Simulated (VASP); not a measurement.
Here is a VASP 6.6.1 calculation.

INCAR

```
SYSTEM = HfOs
  PREC = Accurate
  ENCUT = 520
  EDIFF = 1E-8
  ISMEAR = -1
  SIGMA = 0.15
  LREAL = .False.
  LASPH = .True.
  NELM = 100
  ALGO = Normal
  ISIF = 2
  LWAVE = .False.
  LCHARG = .False.
  IBRION = 8
  NSW = 1
```

KPOINTS

```
Automatic mesh
0
Gamma
  14 14 14
  0 0 0
```

Contents of POSCAR:

```
HfOs
1.0
    3.1999280780      0.0000000000      0.0000000000
    0.0000000000      3.1999280780      0.0000000000
    0.0000000000      0.0000000000      3.1999280780
Hf Os
1 1
Direct
    0.0000000000      0.0000000000      0.0000000000
    0.5000000000      0.5000000000      0.5000000000
```

Potentials or basis: VASP PAW LDA potentials, release 64 (Hf_pv, Os).

The run is started by

```console
$ cat potpaw_LDA.64/Hf_pv/POTCAR potpaw_LDA.64/Os/POTCAR > POTCAR
$ mpirun -np 1 vasp_std > vasp.out
```

Problem. Predict the highest phonon frequency at Γ.

Solution. 158 cm⁻¹.

Phonon frequencies in cm⁻¹ (negative: imaginary):
```
              q point        frequencies
(0.000, 0.000, 0.000)  0 0 0 158 158 158
```
